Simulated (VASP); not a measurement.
**Hf3Si2O: single point with PBE**

Hf3Si2O:

```xyz
6
Lattice="2.6101 1.5070 4.2928 -2.6101 1.5070 4.2928 0.0000 -3.0139 4.2928" Properties=species:S:1:pos:R:3 pbc="T T T"
Hf    1.3051    0.7535    2.1464
Hf   -1.3051    0.7535    2.1464
Hf    0.0000   -1.5070    2.1464
Si    0.0000    0.0000    8.0152
Si    0.0000    0.0000    4.8633
O     0.0000    0.0000    0.0000
```

```yaml
Program: VASP 6.6.1
Task: single point
Functional: PBE
Potentials_or_basis: VASP PAW PBE potentials, release 64 (Hf_pv, Si, O)
Cutoff: 520 eV
k_mesh: 6 × 6 × 6
Occupations: gaussian, width 0.1 eV
Spin: no spin polarisation
```

```
Pressure               : 2.7 GPa
Largest force          : 0.247 eV/Å
Band gap on the k mesh : zero (band 22 reaches 6.67 eV, above the bottom of band 23 at 5.74 eV)
```

Forces in eV/Å, atoms in the order of the input:
```
Hf   0.000  0.000  0.000
Hf   0.000  0.000  0.000
Hf   0.000  0.000  0.000
Si   0.000  0.000 -0.247
Si   0.000  0.000  0.247
O    0.000  0.000  0.000
```

Stress tensor (GPa, compression positive):
```
 19.13   0.00   0.00
  0.00  19.13   0.00
  0.00   0.00 -30.18
```

Levels at points of the mesh, in eV from the Fermi level:
```tsv
k point	band 20	band 21	band 22	band 23	band 24	band 25
(0.00, 0.00, 0.00)	-2.04	-2.04	-0.65	-0.10	0.87	0.87
(0.50, 0.00, 0.00)	-1.34	-1.20	0.34	1.15	1.60	1.64
(0.50, 0.50, 0.00)	-1.29	-0.79	-0.30	1.04	1.41	1.52
(0.50, 0.50, 0.50)	-1.86	-1.86	-0.47	-0.47	1.41	2.01
```

Wall time 67 s on 1 thread of Intel(R) Xeon(R) Platinum 8559C (Emerald Rapids), with other jobs on the host, peak memory 0.28 GiB.

Caveat: spin-orbit coupling is left out, which moves the levels of the heavy elements.
